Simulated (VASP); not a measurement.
Here is a VASP 6.6.1 calculation.

POSCAR

```
Ge3N4
1.0
    7.8830488945      0.0000000000      0.0000000000
   -3.9415244473      6.8269206019      0.0000000000
    0.0000000000      0.0000000000      3.1108566313
Ge N
6 8
Direct
    0.8328819967      0.2379944650      0.7500000000
    0.5948875317      0.8328819967      0.2500000000
    0.2379944650      0.4051124683      0.2500000000
    0.7620055350      0.5948875317      0.7500000000
    0.4051124683      0.1671180033      0.7500000000
    0.1671180033      0.7620055350      0.2500000000
    0.6666666667      0.3333333333      0.7500000000
    0.3333333333      0.6666666667      0.2500000000
    0.6704883288      0.9733080909      0.7500000000
    0.6971802379      0.6704883288      0.2500000000
    0.9733080909      0.3028197621      0.2500000000
    0.0266919091      0.6971802379      0.7500000000
    0.3295116712      0.0266919091      0.2500000000
    0.3028197621      0.3295116712      0.7500000000
```

Contents of INCAR.step1:

```
PREC = Accurate ; ENCUT = 660
ISMEAR = 0 ; SIGMA = 0.01
LREAL = False ; LASPH = True
NELM = 120 ; NBANDS = 75
GGA = PE ; ALGO = Normal
EDIFF = 1E-5 ; LWAVE = True
LCHARG = False ; GGA_COMPAT = False
KPAR = 4
```

The input INCAR.step2:

```
PREC = Accurate ; ENCUT = 660
EDIFF = 1E-6 ; ISMEAR = 0
SIGMA = 0.01 ; LREAL = False
LASPH = True ; NELM = 120
ALGO = Normal ; ISIF = 2
LWAVE = False ; LCHARG = False
METAGGA = R2SCAN ; LMIXTAU = True
NBANDS = 75 ; ISTART = 1
GGA_COMPAT = False ; KPAR = 4
```

KPOINTS

```
regular mesh
0
Gamma
  6 6 8
```

Potentials or basis: VASP PAW PBE potentials, release 64 (Ge_d, N).

Run with:

```console
$ cat potpaw_PBE.64/Ge_d/POTCAR potpaw_PBE.64/N/POTCAR > POTCAR
$ cp INCAR.step1 INCAR
$ mpirun -np 4 vasp_std > vasp.out
$ cp INCAR.step2 INCAR
$ mpirun -np 4 vasp_std > vasp.out
```

What does it give for the pressure?

6.7 GPa.

Predict the largest force.

0.013 eV/Å.

Predict the band gap on the k mesh.

2.96 eV (least direct gap 3.01 eV).

Stress tensor (GPa, compression positive):
```
9.71 0.00 0.00
0.00 9.71 0.00
0.00 0.00 0.76
```

Caveat: the cell differs from its parent crystal (epitaxial xy strain -2.0%); the cell stands under pressure; the PAW data sets were made with another functional, which shifts forces and pressure a little. A k mesh can miss the band edges.
